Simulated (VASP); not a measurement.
# GaAs (F-43m) in VASP: a series of runs

Runs on GaAs. Level: LDA. Tasks: single point.

Program: VASP 6.6.1. These are calculated values, not measurements. Logs are shortened: lines on timing, memory, paths and dates and some standing lists are left out, and cuts for length are marked.

## Step 1: The cell of the first run

It takes space group F-43m (No. 216, cubic). The conventional cell has a = 5.603 Å, b = 5.603 Å, c = 5.603 Å, α = 90.00°, β = 90.00°, γ = 90.00°. Within 3.2 Å of Ga (site symmetry -43m) lie 4 As at 2.43 Å. Within 3.2 Å of As (site symmetry -43m) lie 4 Ga at 2.43 Å.

## Step 2: Single point, LDA

File INCAR:

```
SYSTEM = GaAs
PREC = Accurate ; ENCUT = 520
EDIFF = 1E-6 ; ISMEAR = 0
SIGMA = 0.1 ; LREAL = .FALSE.
LASPH = .TRUE. ; NELM = 60
ALGO = Normal ; ISIF = 2
LWAVE = .FALSE. ; LCHARG = .FALSE.
NBANDS = 16
```

File KPOINTS:

```
regular mesh
0
G
  12 12 12
  0 0 0
```

File POSCAR:

```
GaAs
1.0
    0.0000000000      2.8016907855      2.8016907855
    2.8016907855      0.0000000000      2.8016907855
    2.8016907855      2.8016907855      0.0000000000
Ga As
1 1
Direct
    0.0000000000      0.0000000000      0.0000000000
    0.7500000000      0.7500000000      0.7500000000
```

Potentials or basis: VASP PAW LDA potentials, release 64 (Ga_d, As).

Started as:

```bash
> cat potpaw_LDA.64/Ga_d/POTCAR potpaw_LDA.64/As/POTCAR > POTCAR
> mpirun -np 1 vasp_std > vasp.out
```

OUTCAR:

```text
SYSTEM = GaAs
   PREC = Accurate
   ENCUT = 520
   EDIFF = 1E-6
   ISMEAR = 0
   LREAL = .FALSE.
   LASPH = .TRUE.
   NELM = 60
   ISIF = 2

 ion  position               nearest neighbor table
   1  0.000  0.000  0.000-   2 2.43   2 2.43   2 2.43   2 2.43
   2  0.750  0.750  0.750-   1 2.43   1 2.43   1 2.43   1 2.43

  LATTYP: Found a face centered cubic cell.
 ALAT       =     5.6033815710

  Lattice vectors:

 A1 = (   0.0000000000,   2.8016907855,   2.8016907855)
 A2 = (   2.8016907855,   0.0000000000,   2.8016907855)
 A3 = (   2.8016907855,   2.8016907855,   0.0000000000)

Analysis of symmetry for initial positions (statically):
[... 5 lines left out ...]
 face centered cubic supercell.

 Subroutine GETGRP returns: Found 24 space group operations
 (whereof 24 operations were pure point group operations)
 out of a pool of 48 trial point group operations.

The static configuration has the point symmetry T_d .

Analysis of symmetry for dynamics (positions and initial velocities):
[... 5 lines left out ...]
 face centered cubic supercell.

 Subroutine GETGRP returns: Found 24 space group operations
 (whereof 24 operations were pure point group operations)
 out of a pool of 48 trial point group operations.

The dynamic configuration has the point symmetry T_d .

 Subroutine INISYM returns: Found 24 space group operations
 (whereof 24 operations are pure point group operations),
 and found     1 'primitive' translations

----------------------------------------------------------------------------------------

                                     Primitive cell

  volume of cell :      43.9836

  direct lattice vectors                    reciprocal lattice vectors
     0.000000000  2.801690785  2.801690785    -0.178463663  0.178463663  0.178463663
     2.801690785  0.000000000  2.801690785     0.178463663 -0.178463663  0.178463663
     2.801690785  2.801690785  0.000000000     0.178463663  0.178463663 -0.178463663

  length of vectors
     3.962189106  3.962189106  3.962189106     0.309108132  0.309108132  0.309108132

  position of ions in fractional coordinates (direct lattice)
     0.000000000  0.000000000  0.000000000
     0.750000000  0.750000000  0.750000000

  ion indices of the primitive-cell ions
   primitive index   ion index
                 1           1
                 2           2

----------------------------------------------------------------------------------------

 KPOINTS: regular mesh

Automatic generation of k-mesh.
 Grid dimensions read from file:
[... 59 lines left out ...]
   ISPIN  =      1    spin polarized calculation?
   LNONCOLLINEAR =      F non collinear calculations
   LSORBIT =      F    spin-orbit coupling
   LASPH  =      T    aspherical Exc in radial PAW
   ENCUT  =  520.0 eV  38.22 Ry    6.18 a.u.   7.37  7.37  7.37*2*pi/ulx,y,z
   NELM   =     60;   NELMIN=  2; NELMDL= -5     # of ELM steps
   EDIFF  = 0.1E-05   stopping-criterion for ELM
   LREAL  =      F    real-space projection
   EDIFFG = 0.1E-04   stopping-criterion for IOM
   NSW    =      0    number of steps for IOM
   IBRION =     -1    ionic relax: 0-MD 1-quasi-New 2-CG
   NFREE  =      0    steps in history (QN), initial steepest desc. (CG)
   ISIF   =      2    stress and relaxation
   ISYM   =      2    0-nonsym 1-usesym 2-fastsym
   POTIM  = 0.5000    time-step for ionic-motion
   TEBEG  =    0.0;   TEEND  =   0.0 temperature during run
   PSTRESS=    0.0 pullay stress
   NELECT =      18.0000    total number of electrons
   NUPDOWN=      -1.0000    fix difference up-down
   EMIN   =  10.00;   EMAX   =-10.00  energy-range for DOS
   EFERMI =   0.00;   METHOD = LEGACY
   ISMEAR =     0;   SIGMA  =   0.10  broadening in eV -4-tet -1-fermi 0-gaus
   EFERMI_NEDOS =   21; number of points for ismear=-14 and -15
   IALGO  =     38    algorithm
   IMIX   =      4    mixing-type and parameters
     AMIX     =   0.40;   BMIX     =  1.00
     AMIX_MAG =   1.60;   BMIX_MAG =  1.00
  volume/ion in A,a.u.               =      21.99       148.41
  Fermi-wavevector in a.u.,A,eV,Ry     =   1.215445  2.296859 20.099990  1.477308
  Thomas-Fermi vector in A             =   2.350832
   LORBIT       =      0    0 simple, 1 ext, 2 COOP (PROOUT), +10 PAW based schemes
   GGA     = CA    functional components
   LHFCALC =     F    Hartree Fock is set to
   AEXX    =    0.0000 exact exchange contribution
   IVDW    =     0    specifies the selected vdW correction
   LEPSILON=     F    determine dielectric tensor
   LRPA    =     F    only Hartree local field effects (RPA)
 non-spin polarized calculation
 Gauss-broadening in eV      SIGMA  =   0.10
  energy-cutoff  :      520.00
  volume of cell :       43.98
 maximum number of plane-waves:      1243
 NGX is ok and might be reduce to    30
   NGX = 15   NGY = 15   NGZ = 15

 number of electron      18.0000013 magnetization

 Free energy of the ion-electron system (eV)
  ---------------------------------------------------
  ext. energy  EPLUGINS =         0.00000000
  ---------------------------------------------------
  free energy    TOTEN  =        -9.64202535 eV

  energy without entropy =       -9.64202526  energy(sigma->0) =       -9.64202531

 E-fermi :   4.3369     XC(G=0): -10.0314

 val. band max:        4.0595173816   @ k =   0.0000   0.0000   0.0000
 cond. band min:       4.5949214164   @ k =   0.0000   0.0000   0.0000
 fundamental gap:      0.5354040349
 Fermi energy:         4.3368974185

 k-point     1 :       0.0000    0.0000    0.0000
  band No.  band energies     occupation
      1     -10.9184      2.00000
      2     -10.9184      2.00000
      3     -10.9184      2.00000
      4     -10.8335      2.00000
      5     -10.8335      2.00000
      6      -8.9002      2.00000
[... 433 lines left out ...]
      3     -10.8896      2.00000
      4     -10.8345      2.00000
      5     -10.8306      2.00000
      6      -6.8559      2.00000
[... 8 lines left out ...]
     15      14.4883      0.00000
     16      15.1638      0.00000

 [... further k-points ...]
[... 5 lines left out ...]
  --------------------------------------------------------------------------------------
  -------------------------------------------------------------------------------------
  Total        0.0866756      0.0866756      0.0866756      0.0000000      0.0000000      0.0000000
  in kB        3.1573076      3.1573076      3.1573076      0.0000000      0.0000000      0.0000000
  external PRESSURE =       3.1573076 kB  Pullay stress =       0.0000000 kB

 VOLUME and BASIS-vectors are now :
 -----------------------------------------------------------------------------
  energy-cutoff  :      520.00
  volume of cell :       43.98
      direct lattice vectors                 reciprocal lattice vectors
     0.000000000  2.801690785  2.801690785    -0.178463663  0.178463663  0.178463663
     2.801690785  0.000000000  2.801690785     0.178463663 -0.178463663  0.178463663
     2.801690785  2.801690785  0.000000000     0.178463663  0.178463663 -0.178463663

 POSITION                                       TOTAL-FORCE (eV/Angst)
 -----------------------------------------------------------------------------------
      0.00000      0.00000      0.00000        -0.000000      0.000000      0.000000
      4.20254      4.20254      4.20254         0.000000     -0.000000     -0.000000
 -----------------------------------------------------------------------------------
    total drift:                                0.000000      0.000000      0.000000

  FREE ENERGIE OF THE ION-ELECTRON SYSTEM (eV)
  ---------------------------------------------------
  free  energy   TOTEN  =        -9.6420253489 eV

  energy  without entropy=       -9.6420252622  energy(sigma->0) =       -9.64202531
```

OSZICAR:

```text
N       E                     dE             d eps       ncg     rms          rms(c)
DAV:   1     0.841240040161E+02    0.84124E+02   -0.89340E+03  2344   0.154E+03
DAV:   2    -0.313681443209E+01   -0.87261E+02   -0.83122E+02  2656   0.315E+02
DAV:   3    -0.977348627291E+01   -0.66367E+01   -0.66153E+01  2824   0.670E+01
DAV:   4    -0.987518924288E+01   -0.10170E+00   -0.10169E+00  2840   0.923E+00
DAV:   5    -0.987671723852E+01   -0.15280E-02   -0.15280E-02  2952   0.100E+00    0.308E+00
DAV:   6    -0.968789994080E+01    0.18882E+00   -0.21758E-01  3592   0.833E+00    0.180E+00
DAV:   7    -0.964523761598E+01    0.42662E-01   -0.65306E-02  3280   0.191E+00    0.523E-01
DAV:   8    -0.964204719849E+01    0.31904E-02   -0.90297E-03  2816   0.104E+00    0.112E-01
DAV:   9    -0.964201537727E+01    0.31821E-04   -0.67982E-04  2848   0.319E-01    0.404E-02
DAV:  10    -0.964202066855E+01   -0.52913E-05   -0.42267E-05  3512   0.713E-02    0.212E-02
DAV:  11    -0.964202549473E+01   -0.48262E-05   -0.70628E-06  2680   0.406E-02    0.280E-03
DAV:  12    -0.964202534890E+01    0.14582E-06   -0.49221E-07  1848   0.110E-02
   1 F= -.96420253E+01 E0= -.96420253E+01  d E =-.866780E-07
```

stdout:

```text
POSCAR found type information on POSCAR GaAs
 POSCAR found :  2 types and       2 ions
 scaLAPACK will be used
 LDA part: xc-table for (Slater(with rela. corr.)+CA(PZ))
 , standard interpolation
 POSCAR, INCAR and KPOINTS ok, starting setup
 FFT: planning ... GRIDC
 FFT: planning ... GRID_SOFT
 FFT: planning ... GRID
 WAVECAR not read
 entering main loop
```

Wall time 64 s (1 thread of Intel Xeon 8259CL, shared host); peak memory 0.19 GiB.

Results:

* Free energy: -9.6420 eV
* Pressure: 0.3 GPa
* Band gap on the k mesh: 0.54 eV, direct

Levels at points of the mesh, in eV from the valence-band top:
```tsv
k point	band 5	band 6	band 7	band 8	band 9	band 10	band 11	band 12	band 13	band 14
(0.00, 0.00, 0.00)	-14.89	-12.96	0.00	0.00	0.00	0.54	3.68	3.68	3.68	7.43
(0.50, 0.00, 0.00)	-14.89	-11.11	-6.84	-1.19	-1.19	0.94	4.59	4.59	7.59	10.41
(0.50, 0.50, 0.00)	-14.88	-10.34	-7.00	-2.79	-2.79	1.29	1.54	10.26	10.26	11.04
```

A k mesh can miss the band edges. A hybrid or GW would open this gap; LDA tends to underestimate it.

## Step 3: Single point, LDA, collinear spin, ferromagnetic start

File INCAR:

```
SYSTEM = GaAs
  PREC = Accurate
  ENCUT = 520
  EDIFF = 1E-6
  ISMEAR = 0
  SIGMA = 0.1
  LREAL = .False.
  LASPH = .True.
  NELM = 150
  ALGO = Normal
  ISIF = 2
  LWAVE = .False.
  LCHARG = .False.
  ISPIN = 2
  MAGMOM = 1 2
  LORBIT = 11
  GGA = CA
  NBANDS = 20
```

File KPOINTS:

```
Automatic mesh
0
Gamma
  12 12 12
  0 0 0
```

POSCAR is that of step 2.

Potentials or basis: VASP PAW LDA potentials, release 64 (Ga_d, As).

Started as:

```bash
> cat potpaw_LDA.64/Ga_d/POTCAR potpaw_LDA.64/As/POTCAR > POTCAR
> mpirun -np 1 vasp_std > vasp.out
```

OUTCAR:

```text
SYSTEM = GaAs
   PREC = Accurate
   ENCUT = 520
   EDIFF = 1E-6
   ISMEAR = 0
   LREAL = .False.
   LASPH = .True.
   NELM = 150
   ISIF = 2
   ISPIN = 2
   LORBIT = 11
   GGA = CA

 ion  position               nearest neighbor table
   1  0.000  0.000  0.000-   2 2.43   2 2.43   2 2.43   2 2.43
   2  0.750  0.750  0.750-   1 2.43   1 2.43   1 2.43   1 2.43

  LATTYP: Found a face centered cubic cell.
 ALAT       =     5.6033815710

  Lattice vectors:

 A1 = (   0.0000000000,   2.8016907855,   2.8016907855)
 A2 = (   2.8016907855,   0.0000000000,   2.8016907855)
 A3 = (   2.8016907855,   2.8016907855,   0.0000000000)

[... 1320 lines left out ...]
 VOLUME and BASIS-vectors are now :
 -----------------------------------------------------------------------------
  energy-cutoff  :      520.00
  volume of cell :       43.98
      direct lattice vectors                 reciprocal lattice vectors
     0.000000000  2.801690785  2.801690785    -0.178463663  0.178463663  0.178463663
     2.801690785  0.000000000  2.801690785     0.178463663 -0.178463663  0.178463663
     2.801690785  2.801690785  0.000000000     0.178463663  0.178463663 -0.178463663

 POSITION                                       TOTAL-FORCE (eV/Angst)
 -----------------------------------------------------------------------------------
      0.00000      0.00000      0.00000        -0.000000     -0.000000     -0.000000
      4.20254      4.20254      4.20254         0.000000      0.000000      0.000000
 -----------------------------------------------------------------------------------
    total drift:                                0.000001      0.000001      0.000000

  FREE ENERGIE OF THE ION-ELECTRON SYSTEM (eV)
  ---------------------------------------------------
  free  energy   TOTEN  =        -9.6420253553 eV

  energy  without entropy=       -9.6420252687  energy(sigma->0) =       -9.64202531

 total charge

# of ion       s       p       d       tot
------------------------------------------
    1        0.895   0.833   9.998  11.726
    2        1.216   1.612   0.033   2.862
--------------------------------------------------
tot          2.111   2.445  10.031  14.588

 magnetization (x)

# of ion       s       p       d       tot
------------------------------------------
    1        0.000   0.000  -0.000   0.000
    2       -0.000  -0.000  -0.000  -0.000
--------------------------------------------------
tot          0.000  -0.000  -0.000   0.000
```

stdout:

```text
POSCAR found type information on POSCAR GaAs
 POSCAR found :  2 types and       2 ions
 scaLAPACK will be used
 LDA part: xc-table for (Slater(with rela. corr.)+CA(PZ))
 , standard interpolation
 POSCAR, INCAR and KPOINTS ok, starting setup
 FFT: planning ... GRIDC
 FFT: planning ... GRID_SOFT
 FFT: planning ... GRID
 WAVECAR not read
 entering main loop
```

It took 2.9 min on 1 thread of Intel Xeon 8259CL, shared host; peak memory 0.23 GiB.

Results:

* Free energy: -9.6420 eV
* Pressure: 0.3 GPa
* Band gap on the k mesh: 0.54 eV, direct
* Net moment: 0.00 μB per cell
* Valence electrons inside the program's atomic spheres: Ga 11.73; As 2.86

Levels at points of the mesh, in eV from the valence-band top:
Spin up:
| k point | band 6 | band 7 | band 8 | band 9 | band 10 | band 11 | band 12 | band 13 |
| --- | --- | --- | --- | --- | --- | --- | --- | --- |
| (0.00, 0.00, 0.00) | -12.96 | 0.00 | 0.00 | 0.00 | 0.54 | 3.68 | 3.68 | 3.68 |
| (0.50, 0.00, 0.00) | -11.11 | -6.84 | -1.19 | -1.19 | 0.94 | 4.59 | 4.59 | 7.59 |
| (0.50, 0.50, 0.00) | -10.34 | -7.00 | -2.79 | -2.79 | 1.29 | 1.54 | 10.26 | 10.26 |
Spin down:
```csv
k point,band 7,band 8,band 9,band 10,band 11,band 12
"(0.00, 0.00, 0.00)",0.00,0.00,0.00,0.54,3.68,3.68
"(0.50, 0.00, 0.00)",-6.84,-1.19,-1.19,0.94,4.59,4.59
"(0.50, 0.50, 0.00)",-7.00,-2.79,-2.79,1.29,1.54,10.26
```
